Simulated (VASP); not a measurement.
Write the native input for VASP 6.6.1 that does the following.

```
Task                   : relaxation of cell and atoms
Functional             : r2SCAN
Potentials or basis    : VASP PAW PBE potentials, release 64 (Ga_d, N)
Cutoff                 : 600 eV
k mesh                 : 8 × 8 × 5
Occupations            : gaussian, width 0.01 eV
Spin                   : no spin polarisation
Dipole correction      : no
Further INCAR settings : ALGO = Normal; EDIFF = 1e-07; IBRION = 2; EDIFFG = -0.0005; NSW = 80; ISIF = 3
```

GaN:

```
Ga N
1.0
     3.18900    0.00000    0.00000
    -1.59450    2.76176    0.00000
     0.00000    0.00000    5.18500
Ga N
2 2
Cartesian
  0.0000 1.8412 0.0000
  1.5945 0.9206 2.5925
  0.0000 1.8412 1.9547
  1.5945 0.9206 4.5472
```

One way to write it, as run:

POSCAR

```
GaN
1.0
    3.1890000000      0.0000000000      0.0000000000
   -1.5945000000      2.7617550127      0.0000000000
    0.0000000000      0.0000000000      5.1850000000
Ga N
2 2
Direct
    0.3333333333      0.6666666667      0.0000000000
    0.6666666667      0.3333333333      0.5000000000
    0.3333333333      0.6666666667      0.3770000000
    0.6666666667      0.3333333333      0.8770000000
```

INCAR.step1

```
SYSTEM = GaN
PREC = Accurate
ENCUT = 600
ISMEAR = 0
SIGMA = 0.01
LREAL = .False.
LASPH = .True.
NELM = 60
GGA = PE
ALGO = Normal
EDIFF = 1E-4
LWAVE = .True.
LCHARG = .False.
```

INCAR.step2

```
SYSTEM = GaN
PREC = Accurate
ENCUT = 600
EDIFF = 1E-7
ISMEAR = 0
SIGMA = 0.01
LREAL = .False.
LASPH = .True.
NELM = 60
ALGO = Normal
ISIF = 3
LWAVE = .False.
LCHARG = .False.
METAGGA = R2SCAN
LMIXTAU = .True.
IBRION = 2
NSW = 80
EDIFFG = -5E-4
ISTART = 1
```

KPOINTS

```
Automatic mesh
0
Gamma
  8 8 5
  0 0 0
```

Potentials or basis: VASP PAW PBE potentials, release 64 (Ga_d, N).

Run with:

```console
$ cat potpaw_PBE.64/Ga_d/POTCAR potpaw_PBE.64/N/POTCAR > POTCAR
$ cp INCAR.step1 INCAR
$ mpirun -np 1 vasp_std > vasp.out
$ cp INCAR.step2 INCAR
$ mpirun -np 1 vasp_std > vasp.out
```

Results of the run:

- Relaxed volume: 11.43 Å³/atom
- Relaxed cell: a = 3.189 Å, b = 3.189 Å, c = 5.193 Å, α = 90.00°, β = 90.00°, γ = 120.00°
- Space group after relaxing (to 0.1 Å): P6_3mc (No. 186)
- Energy gained by relaxing: 0.0 meV/atom
- Ionic steps: 10
- Pressure after relaxing: 0.0 GPa
- Band gap on the k mesh: 2.31 eV

Caveat: the PAW data sets were made with another functional, which shifts forces and pressure a little.

It took 15 min on 1 thread of Intel(R) Xeon(R) Platinum 8488C (Sapphire Rapids), on a shared host, peak memory 0.21 GiB.
